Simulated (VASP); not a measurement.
# WSe2 (P-3m1) in VASP: a series of runs, part 2 of 2

VASP 6.6.1. Earlier steps stand in the parts before.

## 3. Single point, PBEsol+D3(BJ) (18.15 Å³/atom)

This run uses another cell than the first one, of 18.15 Å³/atom.

Input file INCAR:

```
SYSTEM = WSe2
ALGO = Normal
EDIFF = 1E-6
ENCUT = 520
GGA = PS
ISIF = 2
ISMEAR = 0
IVDW = 12
LASPH = .True.
LCHARG = .False.
LREAL = .False.
LWAVE = .False.
NBANDS = 35
NELM = 60
PREC = Accurate
SIGMA = 0.02
```

Input file KPOINTS:

```
k-points
0
Gamma
  12 12 4
  0 0 0
```

Input file POSCAR:

```
WSe2
1.0
    3.2090419789      0.0000000000      0.0000000000
   -1.6045209895      2.7791118755      0.0000000000
    0.0000000000      0.0000000000     12.2089448802
W Se
2 4
Direct
    0.6666666667      0.3333333333      0.2499514166
    0.3333333333      0.6666666667      0.7500485834
    0.3333333333      0.6666666667      0.3878583956
    0.6666666667      0.3333333333      0.8879550797
    0.3333333333      0.6666666667      0.1120449203
    0.6666666667      0.3333333333      0.6121416044
```

Potentials or basis: VASP PAW PBE potentials, release 64 (W_sv, Se).

The run is started by

```console
cat potpaw_PBE.64/W_sv/POTCAR potpaw_PBE.64/Se/POTCAR > POTCAR
mpirun -np 1 vasp_std > vasp.out
```

OUTCAR:

```text
SYSTEM = WSe2
   EDIFF = 1E-6
   ENCUT = 520
   GGA = PS
   ISIF = 2
   ISMEAR = 0
   IVDW = 12
   LASPH = .True.
   LREAL = .False.
   NELM = 60
   PREC = Accurate
 IVDW          = 12

 ion  position               nearest neighbor table
   1  0.667  0.333  0.250-   5 2.50   5 2.50   5 2.50   3 2.50   3 2.50   3 2.50
   2  0.333  0.667  0.750-   4 2.50   4 2.50   4 2.50   6 2.50   6 2.50   6 2.50
   3  0.333  0.667  0.388-   1 2.50   1 2.50   1 2.50
   4  0.667  0.333  0.888-   2 2.50   2 2.50   2 2.50
   5  0.333  0.667  0.112-   1 2.50   1 2.50   1 2.50
   6  0.667  0.333  0.612-   2 2.50   2 2.50   2 2.50

  LATTYP: Found a hexagonal cell.
 ALAT       =     3.2090419789
 C/A-ratio  =     3.8045450825

  Lattice vectors:

 A1 = (   3.2090419789,   0.0000000000,   0.0000000000)
 A2 = (  -1.6045209895,   2.7791118755,   0.0000000000)
 A3 = (   0.0000000000,   0.0000000000,  12.2089448802)

Analysis of symmetry for initial positions (statically):
=====================================================================
 Subroutine PRICEL returns:
 Original cell was already a primitive cell.

 Routine SETGRP: Setting up the symmetry group for a
 hexagonal supercell.

 Subroutine GETGRP returns: Found 12 space group operations
 (whereof 12 operations were pure point group operations)
 out of a pool of 24 trial point group operations.

The static configuration has the point symmetry D_3d.

Analysis of symmetry for dynamics (positions and initial velocities):
=====================================================================
 Subroutine PRICEL returns:
 Original cell was already a primitive cell.

 Routine SETGRP: Setting up the symmetry group for a
 hexagonal supercell.

 Subroutine GETGRP returns: Found 12 space group operations
 (whereof 12 operations were pure point group operations)
 out of a pool of 24 trial point group operations.
[... 128 lines left out ...]
     AMIX     =   0.40;   BMIX     =  1.00
     AMIX_MAG =   1.60;   BMIX_MAG =  1.00
  volume/ion in A,a.u.               =      18.15       122.46
  Fermi-wavevector in a.u.,A,eV,Ry     =   1.279645  2.418178 22.279414  1.637491
  Thomas-Fermi vector in A             =   2.412118
   LORBIT       =      0    0 simple, 1 ext, 2 COOP (PROOUT), +10 PAW based schemes
   GGA     = PS    functional components
   LHFCALC =     F    Hartree Fock is set to
   AEXX    =    0.0000 exact exchange contribution
   IVDW    =    12    specifies the selected vdW correction
   LEPSILON=     F    determine dielectric tensor
   LRPA    =     F    only Hartree local field effects (RPA)
 non-spin polarized calculation
 Gauss-broadening in eV      SIGMA  =   0.02
  energy-cutoff  :      520.00
  volume of cell :      108.88
 maximum number of plane-waves:      2970
   NGX = 11   NGY = 11   NGZ = 45

 number of electron      52.0000006 magnetization

 Free energy of the ion-electron system (eV)
  ---------------------------------------------------
  ext. energy  EPLUGINS =         0.00000000
  ---------------------------------------------------
  free energy    TOTEN  =       -46.31280508 eV

  energy without entropy =      -46.31280508  energy(sigma->0) =      -46.31280508

 E-fermi :   7.6666     XC(G=0): -11.5675

 val. band max:        7.5898353333   @ k =   0.0000   0.0000   0.0000
 cond. band min:       8.1802377956   @ k =   0.1667   0.1667   0.0000
 fundamental gap:      0.5904024623
 Fermi energy:         7.6666199578

 k-point     1 :       0.0000    0.0000    0.0000
  band No.  band energies     occupation
      1     -66.7473      2.00000
      2     -66.7473      2.00000
      3     -31.0641      2.00000
      4     -31.0640      2.00000
      5     -30.8554      2.00000
      6     -30.8554      2.00000
[... 901 lines left out ...]
     34      11.0654      0.00000
     35      14.0607      0.00000

 [... further k-points ...]

------------------------ aborting loop because EDIFF is reached ----------------------------------------

 Edisp (eV)   -2.95186

 E8    (eV) :    -1.9863

  FORCE on cell =-STRESS in cart. coord.  units (eV):
  Direction    XX          YY          ZZ          XY          YZ          ZX
  --------------------------------------------------------------------------------------
  -------------------------------------------------------------------------------------
  Total       1.88431     1.88431     2.08843    -0.00000     0.00000     0.00000
  in kB      27.72703    27.72703    30.73063    -0.00000     0.00000     0.00000
  external pressure =       28.73 kB  Pullay stress =        0.00 kB

 VOLUME and BASIS-vectors are now :
 -----------------------------------------------------------------------------
  energy-cutoff  :      520.00
  volume of cell :      108.88
      direct lattice vectors                 reciprocal lattice vectors
     3.209041979  0.000000000  0.000000000     0.311619482  0.179913592  0.000000000
    -1.604520990  2.779111875  0.000000000     0.000000000  0.359827184  0.000000000
     0.000000000  0.000000000 12.208944880     0.000000000  0.000000000  0.081907160

 POSITION                                       TOTAL-FORCE (eV/Angst)
 -----------------------------------------------------------------------------------
      1.60452      0.92637      3.05164         0.000000     -0.000000      0.000961
     -0.00000      1.85274      9.15730        -0.000000      0.000000     -0.000961
     -0.00000      1.85274      4.73534        -0.000000      0.000000      0.067617
      1.60452      0.92637     10.84099        -0.000000      0.000000      0.065197
     -0.00000      1.85274      1.36795        -0.000000     -0.000000     -0.065197
      1.60452      0.92637      7.47360        -0.000000     -0.000000     -0.067617
 -----------------------------------------------------------------------------------
    total drift:                                0.000000     -0.000000      0.000000

  FREE ENERGIE OF THE ION-ELECTRON SYSTEM (eV)
  ---------------------------------------------------
  free  energy   TOTEN  =       -49.2646614668 eV

  energy  without entropy=      -49.2646614667  energy(sigma->0) =      -49.26466147
```

OSZICAR:

```text
N       E                     dE             d eps       ncg     rms          rms(c)
DAV:   1     0.505643527373E+03    0.50564E+03   -0.28012E+04  5278   0.148E+03
DAV:   2    -0.154155100453E+02   -0.52106E+03   -0.50331E+03  5536   0.405E+02
DAV:   3    -0.474094223414E+02   -0.31994E+02   -0.31246E+02  5956   0.927E+01
DAV:   4    -0.481028961985E+02   -0.69347E+00   -0.68861E+00  5707   0.136E+01
DAV:   5    -0.481106357168E+02   -0.77395E-02   -0.77324E-02  5758   0.159E+00    0.334E+01
DAV:   6    -0.466892364670E+02    0.14214E+01   -0.46365E+00  5478   0.144E+01    0.124E+01
DAV:   7    -0.464831311746E+02    0.20611E+00   -0.24476E+00  5079   0.728E+00    0.563E+00
DAV:   8    -0.463137389600E+02    0.16939E+00   -0.38994E-01  5199   0.422E+00    0.135E+00
DAV:   9    -0.463150025231E+02   -0.12636E-02   -0.55638E-02  5651   0.111E+00    0.937E-01
DAV:  10    -0.463128629685E+02    0.21396E-02   -0.12849E-02  5372   0.773E-01    0.141E-01
DAV:  11    -0.463128518550E+02    0.11114E-04   -0.13031E-03  5322   0.234E-01    0.165E-01
DAV:  12    -0.463128156208E+02    0.36234E-04   -0.46305E-05  5662   0.448E-02    0.104E-01
DAV:  13    -0.463128057713E+02    0.98495E-05   -0.79310E-05  5420   0.561E-02    0.205E-02
DAV:  14    -0.463128050791E+02    0.69225E-06   -0.48771E-06  5206   0.145E-02
   1 F= -.49264661E+02 E0= -.49264661E+02  d E =-.777434E-11
```

Run time: 2.3 min. Hardware: 1 thread of Intel Xeon Platinum 8488C (Sapphire Rapids), shared host; peak memory 0.37 GiB.

What came out:

| Quantity | Value |
| --- | --- |
| Free energy | -49.2647 eV |
| Pressure | 2.9 GPa |
| Largest force | 0.068 eV/Å |
| Band gap on the k mesh | 0.59 eV (least direct gap 1.48 eV) |
| Dispersion energy per atom | -0.492 eV |

Forces in eV/Å, atoms in the order of the input:
```
W    0.000  0.000  0.001
W    0.000  0.000 -0.001
Se   0.000  0.000  0.068
Se   0.000  0.000  0.065
Se   0.000  0.000 -0.065
Se   0.000  0.000 -0.068
```

Levels at points of the mesh, in eV from the valence-band top:
```csv
k point,band 22,band 23,band 24,band 25,band 26,band 27,band 28,band 29,band 30,band 31
"(0.00, 0.00, 0.00)",-1.63,-1.50,-1.50,-0.66,0.00,2.62,2.62,2.64,2.64,2.75
"(0.50, 0.00, 0.00)",-2.66,-1.81,-1.56,-1.53,-0.98,2.11,2.25,2.32,2.80,2.84
"(0.00, 0.00, 0.50)",-1.56,-1.56,-1.56,-0.16,-0.16,2.61,2.61,2.61,2.61,2.93
"(0.50, 0.00, 0.50)",-2.96,-1.62,-1.62,-1.27,-1.27,2.28,2.28,2.54,2.54,3.33
```

Caveat: the PAW data sets were made with another functional, which shifts forces and pressure a little; spin-orbit coupling is left out, which moves the levels of the heavy elements.

## 4. Single point, PBEsol+D3(BJ)

This run uses another cell than the first one, of 18.71 Å³/atom.

Input file INCAR:

```
PREC     = Accurate       # precision mode
ENCUT    = 520            # plane-wave cutoff, eV
EDIFF    = 1E-6           # SCF threshold, eV
ISMEAR   = 0              # smearing method
SIGMA    = 0.02           # smearing width, eV
LREAL    = F              # projectors in reciprocal space
LASPH    = T              # aspherical terms in the spheres
NELM     = 100            # most SCF steps
ALGO     = Normal         # electronic algorithm
ISIF     = 2              # what is computed and relaxed
LWAVE    = F              # write WAVECAR
LCHARG   = F              # write CHGCAR
GGA      = PS             # functional
IVDW     = 12             # dispersion correction
NBANDS   = 35             # bands
```

Input file KPOINTS:

```
Automatic mesh
0
Gamma
  12 12 4
```

Input file POSCAR:

```
WSe2
1.0
    3.2308691546      0.0000000000      0.0000000000
   -1.6154345773      2.7980147642      0.0000000000
    0.0000000000      0.0000000000     12.4170507246
W Se
2 4
Direct
    0.6666666667      0.3333333333      0.2499139777
    0.3333333333      0.6666666667      0.7500860223
    0.3333333333      0.6666666667      0.3852905577
    0.6666666667      0.3333333333      0.8854529574
    0.3333333333      0.6666666667      0.1145470426
    0.6666666667      0.3333333333      0.6147094423
```

Potentials or basis: VASP PAW PBE potentials, release 64 (W_sv, Se).

The run is started by

```console
cat potpaw_PBE.64/W_sv/POTCAR potpaw_PBE.64/Se/POTCAR > POTCAR
mpirun -np 1 vasp_std > vasp.out
```

OUTCAR:

```text
PREC = Accurate
   ENCUT = 520
   EDIFF = 1E-6
   ISMEAR = 0
   LREAL = F
   LASPH = T
   NELM = 100
   ISIF = 2
   GGA = PS
   IVDW = 12
 IVDW          = 12

 ion  position               nearest neighbor table
   1  0.667  0.333  0.250-   5 2.51   5 2.51   5 2.51   3 2.51   3 2.51   3 2.51
   2  0.333  0.667  0.750-   4 2.51   4 2.51   4 2.51   6 2.51   6 2.51   6 2.51
   3  0.333  0.667  0.385-   1 2.51   1 2.51   1 2.51
   4  0.667  0.333  0.885-   2 2.51   2 2.51   2 2.51
   5  0.333  0.667  0.115-   1 2.51   1 2.51   1 2.51
   6  0.667  0.333  0.615-   2 2.51   2 2.51   2 2.51

  LATTYP: Found a hexagonal cell.
 ALAT       =     3.2308691546
 C/A-ratio  =     3.8432539761

  Lattice vectors:

 A1 = (   3.2308691546,   0.0000000000,   0.0000000000)
 A2 = (  -1.6154345773,   2.7980147642,   0.0000000000)
 A3 = (   0.0000000000,   0.0000000000,  12.4170507246)

Analysis of symmetry for initial positions (statically):
=====================================================================
 Subroutine PRICEL returns:
 Original cell was already a primitive cell.

 Routine SETGRP: Setting up the symmetry group for a
 hexagonal supercell.

 Subroutine GETGRP returns: Found 12 space group operations
[... 179 lines left out ...]

 k-point     1 :       0.0000    0.0000    0.0000
  band No.  band energies     occupation
      1     -67.1530      2.00000
      2     -67.1529      2.00000
      3     -31.4507      2.00000
      4     -31.4507      2.00000
      5     -31.2637      2.00000
      6     -31.2637      2.00000
[... 901 lines left out ...]
     34      10.6054      0.00000
     35      13.5433      0.00000

 [... further k-points ...]

------------------------ aborting loop because EDIFF is reached ----------------------------------------

 Edisp (eV)   -2.85874

 E8    (eV) :    -1.9231

  FORCE on cell =-STRESS in cart. coord.  units (eV):
  Direction    XX          YY          ZZ          XY          YZ          ZX
  --------------------------------------------------------------------------------------
  -------------------------------------------------------------------------------------
  Total       0.28868     0.28868     0.41357     0.00000     0.00000     0.00000
  in kB       4.12037     4.12037     5.90302     0.00000     0.00000     0.00000
  external pressure =        4.71 kB  Pullay stress =        0.00 kB

 VOLUME and BASIS-vectors are now :
 -----------------------------------------------------------------------------
  energy-cutoff  :      520.00
  volume of cell :      112.25
      direct lattice vectors                 reciprocal lattice vectors
     3.230869155  0.000000000  0.000000000     0.309514237  0.178698128  0.000000000
    -1.615434577  2.798014764  0.000000000     0.000000000  0.357396256  0.000000000
     0.000000000  0.000000000 12.417050725     0.000000000  0.000000000  0.080534422

 POSITION                                       TOTAL-FORCE (eV/Angst)
 -----------------------------------------------------------------------------------
      1.61543      0.93267      3.10319        -0.000000     -0.000000      0.002940
     -0.00000      1.86534      9.31386         0.000000     -0.000000     -0.002940
     -0.00000      1.86534      4.78417         0.000000      0.000000      0.067740
      1.61543      0.93267     10.99471        -0.000000      0.000000      0.066564
     -0.00000      1.86534      1.42234         0.000000     -0.000000     -0.066564
      1.61543      0.93267      7.63288        -0.000000     -0.000000     -0.067740
 -----------------------------------------------------------------------------------
    total drift:                                0.000000     -0.000000      0.000000

  FREE ENERGIE OF THE ION-ELECTRON SYSTEM (eV)
  ---------------------------------------------------
  free  energy   TOTEN  =       -49.2921321948 eV

  energy  without entropy=      -49.2921321948  energy(sigma->0) =      -49.29213219
```

Wall time 2.2 min (1 thread of Intel Xeon Platinum 8488C (Sapphire Rapids), shared host); peak memory 0.38 GiB.

Results:

- Free energy: -49.2921 eV
- Pressure: 0.5 GPa
- Largest force: 0.068 eV/Å
- Band gap on the k mesh: 0.70 eV (least direct gap 1.65 eV)
- Dispersion energy per atom: -0.476 eV

Forces on the atoms (eV/Å):
```
W    0.000  0.000  0.003
W    0.000  0.000 -0.003
Se   0.000  0.000  0.068
Se   0.000  0.000  0.067
Se   0.000  0.000 -0.067
Se   0.000  0.000 -0.068
```

Stress tensor (GPa, compression positive):
```
0.41 0.00 0.00
0.00 0.41 0.00
0.00 0.00 0.59
```

Caveat: the PAW data sets were made with another functional, which shifts forces and pressure a little; spin-orbit coupling is left out, which moves the levels of the heavy elements. A k mesh can miss the band edges.

## 5. The runs side by side

```csv
cell,gap on the mesh (eV),pressure (GPa),largest force (eV/Å)
"a = 3.182, b = 3.182, c = 12.037 Å, angles 90.0, 90.0, 120.0°, 6 atoms, atomic positions A",0.48,6.1,0.07
"a = 3.209, b = 3.209, c = 12.209 Å, angles 90.0, 90.0, 120.0°, 6 atoms, atomic positions B",0.59,2.9,0.07
"a = 3.231, b = 3.231, c = 12.417 Å, angles 90.0, 90.0, 120.0°, 6 atoms, atomic positions C",0.70,0.5,0.07
```

Alike in all rows: task single point; level PBEsol+D3(BJ); potentials or basis VASP PAW PBE potentials, release 64 (W_sv, Se); no spin polarisation; k mesh 12 × 12 × 4; cutoff (eV) 520; smearing gaussian 0.02 eV.

Caveats: the PAW data sets were made with another functional, which shifts forces and pressure a little; spin-orbit coupling is left out, which moves the levels of the heavy elements; the cell stands under pressure (at least some runs).

Absolute energies hang on the potentials; compare differences alone.
